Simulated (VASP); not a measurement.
Wanted: the native input for a VASP 6.6.1 run.

* Task: single point
* Functional: PBE
* Potentials or basis: VASP PAW PBE potentials, release 64 (Ba_sv, Ti_sv, O)
* Cutoff: 520 eV
* k mesh: 6 × 6 × 6
* Occupations: gaussian, width 0.02 eV
* Spin: no spin polarisation
* Dipole correction: no
* Further INCAR settings: ALGO = Normal; EDIFF = 1e-07; NBANDS = 28

The structure of BaTiO3 lies in POSCAR:

```
BaTiO3
1.0
    2.8630706609      1.6529946168      2.3563003513
   -2.8630706609      1.6529946168      2.3563003513
    0.0000000000     -3.3059892335      2.3563003513
Ba Ti O
1 1 3
Direct
    0.0049545166      0.0049545166      0.0049545166
    0.5191875161      0.5191875161      0.5191875161
    0.4883938490      0.4883938490      0.9777702693
    0.4883938490      0.9777702693      0.4883938490
    0.9777702693      0.4883938490      0.4883938490
```

One way to write it, as run:

INCAR

```
SYSTEM = BaTiO3
PREC = Accurate
ENCUT = 520
EDIFF = 1E-7
ISMEAR = 0
SIGMA = 0.02
LREAL = .FALSE.
LASPH = .TRUE.
NELM = 80
ALGO = Normal
ISIF = 2
LWAVE = .FALSE.
LCHARG = .FALSE.
GGA = PE
NBANDS = 28
```

KPOINTS

```
regular mesh
0
G
  6 6 6
  0 0 0
```

Potentials or basis: VASP PAW PBE potentials, release 64 (Ba_sv, Ti_sv, O).

The run is started by

```sh
$ cat potpaw_PBE.64/Ba_sv/POTCAR potpaw_PBE.64/Ti_sv/POTCAR potpaw_PBE.64/O/POTCAR > POTCAR
$ mpirun -np 1 vasp_std > vasp.out
```

It gave:

The pressure is 1.6 GPa, the largest force is 0.088 eV/Å and the band gap on the k mesh is 2.58 eV, indirect (least direct gap 3.12 eV).

Caveat: spin-orbit coupling is left out, which moves the levels of the heavy elements.

Run time: 44 s on 1 thread of Intel(R) Xeon(R) Platinum 8559C (Emerald Rapids), on a shared host, peak memory 0.2 GiB.
